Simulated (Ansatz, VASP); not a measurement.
## YbB2 in VASP and in Ansatz

POSCAR

```
YbB2
1.0
    3.2273235347      0.0000000000      0.0000000000
   -1.6136617673      2.7949441673      0.0000000000
    0.0000000000      0.0000000000      3.8365609162
Yb B
1 2
Direct
    0.0000000000      0.0000000000      0.0000000000
    0.3333333333      0.6666666667      0.5000000000
    0.6666666667      0.3333333333      0.5000000000
```

File INCAR.step1:

```
PREC = Accurate
ENCUT = 520
ISMEAR = 0
SIGMA = 0.05
LREAL = False
LASPH = True
NELM = 100
NBANDS = 22
GGA = PE
ALGO = Normal
EDIFF = 1E-4
LWAVE = True
LCHARG = False
```

Contents of INCAR.step2:

```
PREC = Accurate
ENCUT = 520
EDIFF = 1E-7
ISMEAR = 0
SIGMA = 0.05
LREAL = False
LASPH = True
NELM = 100
ALGO = Normal
ISIF = 2
LWAVE = False
LCHARG = True
METAGGA = R2SCAN
LMIXTAU = True
LELF = True
LVHAR = True
NBANDS = 22
ISTART = 1
```

The input KPOINTS:

```
Automatic mesh
0
Gamma
  14 14 10
```

Input for Ansatz:

```yaml
crystal:
  lattice:
    - [3.2273235347, 0.0, 0.0]
    - [-1.6136617673, 2.7949441673, 0.0]
    - [0.0, 0.0, 3.8365609162]
  atoms:
    - { symbol: Yb, position: [0.0, 0.0, 0.0] }
    - { symbol: B, position: [0.3333333333, 0.6666666667, 0.5] }
    - { symbol: B, position: [0.6666666667, 0.3333333333, 0.5] }
basis:
  ecutwfc: 500
  ecutrho_ratio: 4
kpoints:
  mp_grid: { grid: [14, 14, 10] }
  band_path:
    path:
      - [[0.0, 0.0, 0.0], [0.5, 0.0, 0.0], [0.33333333, 0.33333333, 0.0], [0.0, 0.0, 0.0], [0.0, 0.0, 0.5], [0.5, 0.0, 0.5], [0.33333333, 0.33333333, 0.5], [0.0, 0.0, 0.5]]
      - [[0.5, 0.0, 0.5], [0.5, 0.0, 0.0]]
      - [[0.33333333, 0.33333333, 0.5], [0.33333333, 0.33333333, 0.0]]
    npoints: 14
hamiltonian:
  xc: r2scan
scf:
  occupations: { method: gaussian, width: 0.05 }
  n_extra_bands: 13
output:
  forces: true
  stress: true
  eigenvalues: true
  populations: true
  hubbard: { sites: [{ species: Yb, l: f }] }
  dos: { projected: true, de: 0.02, nscf_kmesh: { grid: [21, 21, 15] } }
  bader: true
```

Alike in both runs: task single point; functional r2SCAN; k mesh 14 × 14 × 10; occupations gaussian, width 0.05 eV; no spin polarisation.

|  | VASP | Ansatz |
| --- | --- | --- |
| version | VASP 6.6.1 | Ansatz 0.2.0 |
| potentials or method | VASP PAW PBE potentials, release 64 (Yb, B), cutoff 520 eV | scalar-relativistic, plane waves, PAW |
| valence electrons in the cell | 30 | 30 |

|  | VASP | Ansatz | Ansatz less VASP |
| --- | --- | --- | --- |
| gap on the k mesh at the Fermi level (eV) | none | none | - |
| pressure (GPa) | 0.2 | 0.1 | -0.14 |

VASP's potentials were made for PBE, not for r2SCAN. A gap of «none» marks a metal or a gap that the smearing closes.

Spin-orbit coupling is off throughout.
